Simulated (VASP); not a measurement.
# Li (P6_3/mmc) in VASP: a series of runs

The runs below take Li through single point, with PBEsol.

Everything below comes from runs of VASP 6.6.1. Logs are shortened: lines on timing, memory, paths and dates and some standing lists are left out, and cuts for length are marked.

**1. The cell of the first run**

Symmetry: P6_3/mmc, No. 194, hexagonal system. The conventional cell has a = 3.047 Å, b = 3.047 Å, c = 4.989 Å, α = 90.00°, β = 90.00°, γ = 120.00°. Within 4.0 Å of Li (site symmetry -6m2) lie 12 Li at 3.05 Å.

This isn't the form of Li at room conditions, which is bcc.

**2. Single point, PBEsol (20.06 Å³/atom)**

The input, INCAR:

```
ALGO = Normal
EDIFF = 1E-7
ENCUT = 520
GGA = PS
ISIF = 2
ISMEAR = -1
LASPH = T
LCHARG = F
LREAL = F
LWAVE = F
NBANDS = 10
NELM = 80
PREC = Accurate
SIGMA = 0.08
```

The input, KPOINTS:

```
k-points
0
Gamma
  15 15 8
```

The input, POSCAR:

```
Li
1.0
    3.0474944919      0.0000000000      0.0000000000
   -1.5237472460      2.6392076479      0.0000000000
    0.0000000000      0.0000000000      4.9890320517
Li
2
Direct
    0.3333333333      0.6666666667      0.2500000000
    0.6666666667      0.3333333333      0.7500000000
```

Potentials or basis: VASP PAW PBE potentials, release 64 (Li_sv).

On the command line:

```
> cat potpaw_PBE.64/Li_sv/POTCAR > POTCAR
> mpirun -np 1 vasp_std > vasp.out
```

OUTCAR:

```text
EDIFF = 1E-7
   ENCUT = 520
   GGA = PS
   ISIF = 2
   ISMEAR = -1
   LASPH = T
   LREAL = F
   NELM = 80
   PREC = Accurate

 ion  position               nearest neighbor table
   1  0.333  0.667  0.250-
   2  0.667  0.333  0.750-

  LATTYP: Found a hexagonal cell.
 ALAT       =     3.0474944919
 C/A-ratio  =     1.6370930497

  Lattice vectors:

 A1 = (   3.0474944919,   0.0000000000,   0.0000000000)
 A2 = (  -1.5237472460,   2.6392076479,   0.0000000000)
 A3 = (   0.0000000000,   0.0000000000,   4.9890320517)

Analysis of symmetry for initial positions (statically):
=====================================================================
 Subroutine PRICEL returns:
 Original cell was already a primitive cell.

 Routine SETGRP: Setting up the symmetry group for a
 hexagonal supercell.

 Subroutine GETGRP returns: Found 24 space group operations
 (whereof 12 operations were pure point group operations)
 out of a pool of 24 trial point group operations.

The static configuration has the point symmetry D_3d.
 The point group associated with its full space group is D_6h.

Analysis of symmetry for dynamics (positions and initial velocities):
=====================================================================
 Subroutine PRICEL returns:
 Original cell was already a primitive cell.

 Routine SETGRP: Setting up the symmetry group for a
 hexagonal supercell.

 Subroutine GETGRP returns: Found 24 space group operations
 (whereof 12 operations were pure point group operations)
 out of a pool of 24 trial point group operations.

The dynamic configuration has the point symmetry D_3d.
 The point group associated with its full space group is D_6h.

 Subroutine INISYM returns: Found 24 space group operations
 (whereof 12 operations are pure point group operations),
 and found     1 'primitive' translations

----------------------------------------------------------------------------------------

                                     Primitive cell

  volume of cell :      40.1266

  direct lattice vectors                    reciprocal lattice vectors
     3.047494492  0.000000000  0.000000000     0.328138411  0.189450800  0.000000000
    -1.523747246  2.639207648  0.000000000     0.000000000  0.378901600  0.000000000
     0.000000000  0.000000000  4.989032052     0.000000000  0.000000000  0.200439682

  length of vectors
[... 87 lines left out ...]
   NFREE  =      0    steps in history (QN), initial steepest desc. (CG)
   ISIF   =      2    stress and relaxation
   ISYM   =      2    0-nonsym 1-usesym 2-fastsym
   POTIM  = 0.5000    time-step for ionic-motion
   TEBEG  =    0.0;   TEEND  =   0.0 temperature during run
   PSTRESS=    0.0 pullay stress
   NELECT =       6.0000    total number of electrons
   NUPDOWN=      -1.0000    fix difference up-down
   EMIN   =  10.00;   EMAX   =-10.00  energy-range for DOS
   EFERMI =   0.00;   METHOD = LEGACY
   ISMEAR =    -1;   SIGMA  =   0.08  broadening in eV -4-tet -1-fermi 0-gaus
   EFERMI_NEDOS =   21; number of points for ismear=-14 and -15
   IALGO  =     38    algorithm
   IMIX   =      4    mixing-type and parameters
     AMIX     =   0.40;   BMIX     =  1.00
     AMIX_MAG =   1.60;   BMIX_MAG =  1.00
  volume/ion in A,a.u.               =      20.06       135.39
  Fermi-wavevector in a.u.,A,eV,Ry     =   0.868922  1.642025 10.272754  0.755026
  Thomas-Fermi vector in A             =   1.987670
   LORBIT       =      0    0 simple, 1 ext, 2 COOP (PROOUT), +10 PAW based schemes
   GGA     = PS    functional components
   LHFCALC =     F    Hartree Fock is set to
   AEXX    =    0.0000 exact exchange contribution
   IVDW    =     0    specifies the selected vdW correction
   LEPSILON=     F    determine dielectric tensor
   LRPA    =     F    only Hartree local field effects (RPA)
 non-spin polarized calculation
  energy-cutoff  :      520.00
  volume of cell :       40.13
 maximum number of plane-waves:      1105
 NGX is ok and might be reduce to    24
   NGX = 11   NGY = 11   NGZ = 19

 number of electron       6.0000004 magnetization

 Free energy of the ion-electron system (eV)
  ---------------------------------------------------
  ext. energy  EPLUGINS =         0.00000000
  ---------------------------------------------------
  free energy    TOTEN  =        -3.94390938 eV

  energy without entropy =       -3.92282393  energy(sigma->0) =       -3.93336665

 E-fermi :   0.6555     XC(G=0):  -7.0427

 val. band max:        0.6415512135   @ k =   0.4000   0.0667   0.3750
 cond. band min:       0.6651073665   @ k =   0.4000   0.0000   0.5000
 fundamental gap:      0.0235561530
 Fermi energy:         0.6555477890

 k-point     1 :       0.0000    0.0000    0.0000
  band No.  band energies     occupation
      1     -45.2399      2.00000
      2     -45.2203      2.00000
      3      -2.9130      2.00000
      4       0.6197      1.22030
      5       3.6014      0.00000
      6      13.2430      0.00000
      7      13.2431      0.00000
      8      14.6448      0.00000
      9      14.6448      0.00000
     10      15.2111      0.00000
[... 287 lines left out ...]
 k-point    24 :       0.4000    0.2000    0.0000
  band No.  band energies     occupation
      1     -45.2177      2.00000
      2     -45.2138      2.00000
      3       1.1670      0.00334
      4       2.1782      0.00000
      5       4.9935      0.00000
      6       5.9932      0.00000
      7       6.9582      0.00000
      8       7.0501      0.00000
      9      10.8757      0.00000
     10      11.1218      0.00000

 [... further k-points ...]

------------------------ aborting loop because EDIFF is reached ----------------------------------------

  FORCE on cell =-STRESS in cart. coord.  units (eV):
  Direction    XX          YY          ZZ          XY          YZ          ZX
  --------------------------------------------------------------------------------------
  -------------------------------------------------------------------------------------
  Total        0.0033385      0.0033385      0.0067606     -0.0000000     -0.0000000     -0.0000000
  in kB        0.1332979      0.1332979      0.2699376     -0.0000000     -0.0000000     -0.0000000
  external PRESSURE =       0.1788444 kB  Pullay stress =       0.0000000 kB

 VOLUME and BASIS-vectors are now :
 -----------------------------------------------------------------------------
  energy-cutoff  :      520.00
  volume of cell :       40.13
      direct lattice vectors                 reciprocal lattice vectors
     3.047494492  0.000000000  0.000000000     0.328138411  0.189450800  0.000000000
    -1.523747246  2.639207648  0.000000000     0.000000000  0.378901600  0.000000000
     0.000000000  0.000000000  4.989032052     0.000000000  0.000000000  0.200439682

 POSITION                                       TOTAL-FORCE (eV/Angst)
 -----------------------------------------------------------------------------------
     -0.00000      1.75947      1.24726        -0.000000      0.000000      0.000000
      1.52375      0.87974      3.74177         0.000000      0.000000      0.000000
 -----------------------------------------------------------------------------------
    total drift:                               -0.000000      0.000000     -0.000000

  FREE ENERGIE OF THE ION-ELECTRON SYSTEM (eV)
  ---------------------------------------------------
  free  energy   TOTEN  =        -3.9439093788 eV

  energy  without entropy=       -3.9228239310  energy(sigma->0) =       -3.93336665
```

Run time: 16 s. Hardware: 1 thread of Intel Xeon Platinum 8559C (Emerald Rapids), shared host; peak memory 0.17 GiB.

Results:

| Property | Result |
| --- | --- |
| Free energy | -3.9439 eV |
| Band gap on the k mesh | zero (bands 3 and 4 overlap by 4.63 eV) |

Caveat: the cutoff is under 1.25 times the usual one of these potentials, so pressure, stress and relaxed cells hold a basis-set (Pulay) error; the PAW data sets were made with another functional, which shifts forces and pressure a little.

**3. Single point, PBEsol (20.07 Å³/atom)**

The input, INCAR:

```
  ALGO = Normal
  EDIFF = 1E-6
  ENCUT = 520
  GGA = PS
  ISIF = 2
  ISMEAR = -1
  LASPH = True
  LCHARG = False
  LREAL = False
  LWAVE = False
  NBANDS = 10
  NELM = 100
  PREC = Accurate
  SIGMA = 0.08
```

KPOINTS is that of step 2.

The input, POSCAR:

```
Li
1.0
    3.0480347320      0.0000000000      0.0000000000
   -1.5240173660      2.6396755095      0.0000000000
    0.0000000000      0.0000000000      4.9899164750
Li
2
Direct
    0.3333333333      0.6666666667      0.2500000000
    0.6666666667      0.3333333333      0.7500000000
```

Potentials or basis: VASP PAW PBE potentials, release 64 (Li_sv).

On the command line:

```
> cat potpaw_PBE.64/Li_sv/POTCAR > POTCAR
> mpirun -np 1 vasp_std > vasp.out
```

Run time: 15 s. Hardware: 1 thread of Intel Xeon Platinum 8559C (Emerald Rapids), shared host; peak memory 0.17 GiB.

It converged, with:

```
Free energy            : -3.9439 eV
Band gap on the k mesh : zero (bands 3 and 4 overlap by 4.63 eV)
```

Levels at points of the mesh, in eV from the Fermi level:
```tsv
k point	band 1	band 2	band 3	band 4	band 5	band 6	band 7	band 8
(0.00, 0.00, 0.00)	-45.90	-45.88	-3.57	-0.04	2.94	12.58	12.58	13.98
(0.00, 0.00, 0.50)	-45.89	-45.89	-2.46	-2.46	8.00	8.00	13.50	13.50
```

Caveat: the cutoff is under 1.25 times the usual one of these potentials, so pressure, stress and relaxed cells hold a basis-set (Pulay) error; the PAW data sets were made with another functional, which shifts forces and pressure a little.

The gap in the log of VASP goes by the Fermi energy; the results here count the filled bands.